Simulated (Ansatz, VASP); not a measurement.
**InPd: VASP beside Ansatz**

```
In Pd
1.0
     3.29355    0.00000    0.00000
     0.00000    3.29355    0.00000
     0.00000    0.00000    3.29355
In Pd
1 1
Direct
  0.00000 0.00000 0.00000
  0.50000 0.50000 0.50000
```

Change from the starting cell: volume scaled by 1.02.

Alike in both runs: task single point; functional PBEsol; k mesh 8 × 8 × 8; occupations fermi-dirac, width 0.05 eV; no spin polarisation.

```csv
,VASP,Ansatz
version,VASP 6.6.1,Ansatz 0.2.0
potentials or method,"VASP PAW PBE potentials, release 64 (In_d, Pd), cutoff 520 eV","all-electron LAPW, scalar-relativistic"
```

VASP gave:

| Property | Result |
| --- | --- |
| gap on the k mesh at the Fermi level (eV) | none |
| pressure (GPa) | -5.1 |

**Question.** What did Ansatz give for the same quantities?

**Answer.** gap on the k mesh at the Fermi level (eV): none; pressure (GPa): -5.3.

VASP's potentials were made for PBE, not for PBEsol. A gap of «none» marks a metal or a gap that the smearing closes. Ansatz ran all-electron here, and VASP with PAW potentials.
